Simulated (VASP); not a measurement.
A run of VASP 6.6.1:

File INCAR:

```
PREC = Accurate ; ENCUT = 600
EDIFF = 1E-6 ; ISMEAR = 0
SIGMA = 0.02 ; LREAL = F
LASPH = T ; NELM = 120
ALGO = Normal ; ISIF = 2
LWAVE = F ; LCHARG = T
GGA = PE ; IVDW = 12
LELF = T ; LVHAR = T
NBANDS = 18 ; GGA_COMPAT = F
```

File KPOINTS:

```
Automatic mesh
0
Gamma
  7 7 5
```

Contents of POSCAR:

```
HfO2
1.0
    3.5602485040      0.0000000000      0.0000000000
   -1.7801242520      3.0832656482      0.0000000000
    0.0000000000      0.0000000000      2.6623864344
Hf O
1 2
Direct
    0.0000000000      0.0000000000      0.0000000000
    0.3333333333      0.6666666667      0.5000000000
    0.6666666667      0.3333333333      0.5000000000
```

Potentials or basis: VASP PAW PBE potentials, release 64 (Hf_pv, O).

Command:

```sh
$ cat potpaw_PBE.64/Hf_pv/POTCAR potpaw_PBE.64/O/POTCAR > POTCAR
$ mpirun -np 1 vasp_std > vasp.out
```

Hardware: 1 thread of Intel(R) Xeon(R) 6975P-C (Granite Rapids), with other jobs on the host.

Question: How long does it take, and how much memory?

Answer: It took 7.7 s on 1 thread of Intel(R) Xeon(R) 6975P-C (Granite Rapids), on a shared host, peak memory 0.16 GiB. Counts: scf iterations 14, k points 24.
